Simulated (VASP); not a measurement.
Write the native input for VASP 6.6.1 that does the following.

```yaml
Task: single point
Functional: PBE
Dispersion: D3(BJ)
Potentials_or_basis: VASP PAW PBE potentials, release 64 (I, Mg)
Cutoff: 520 eV
k_mesh: 9 × 9 × 1
Occupations: gaussian, width 0.05 eV
Spin: no spin polarisation
Dipole_correction: yes
Further_INCAR_settings: ALGO = Normal; EDIFF = 1e-06; NBANDS = 25
```

The structure of MgI2 lies in POSCAR:

```
MgI2
1.0
    4.1311064662      0.0000000000      0.0000000000
   -2.0655532331      3.5776431455      0.0000000000
    0.0000000000      0.0000000000     24.2265088138
I Mg
4 2
Direct
    0.3333333333      0.6666666667      0.1857469450
    0.6666666667      0.3333333333      0.3245723297
    0.8888888889      0.7777777778      0.4826636185
    0.5555555556      1.1111111111      0.6214890032
    0.0000000000      0.0000000000      0.2551596374
    1.2222222222      1.4444444444      0.5520763108
```

This cell differs from its parent crystal: layers slid over each other.

One way to write it, as run:

INCAR

```
SYSTEM = MgI2
ALGO = Normal
DIPOL = 0.5 0.5 0.404
EDIFF = 1E-6
ENCUT = 520
GGA = PE
IDIPOL = 3
ISIF = 2
ISMEAR = 0
IVDW = 12
LASPH = .True.
LCHARG = .True.
LDIPOL = .True.
LELF = .True.
LREAL = .False.
LVACPOTAV = .True.
LVHAR = .True.
LWAVE = .False.
NBANDS = 25
NELM = 80
PREC = Accurate
SIGMA = 0.05
```

KPOINTS

```
k-points
0
Gamma
  9 9 1
  0 0 0
```

Potentials or basis: VASP PAW PBE potentials, release 64 (I, Mg).

The run is started by

```bash
$ cat potpaw_PBE.64/I/POTCAR potpaw_PBE.64/Mg/POTCAR > POTCAR
$ mpirun -np 1 vasp_std > vasp.out
```

Results of the run:

```
Largest force              : 0.037 eV/Å
Band gap on the k mesh     : 3.57 eV (least direct gap 3.93 eV)
Dispersion energy per atom : -0.266 eV
```

Caveat: the cell differs from its parent crystal (layers slid over each other); spin-orbit coupling is left out, which moves the levels of the heavy elements.

It took 5.6 min on 1 thread of AMD EPYC 9R14 (Zen 4), with other jobs on the host, peak memory 0.53 GiB.
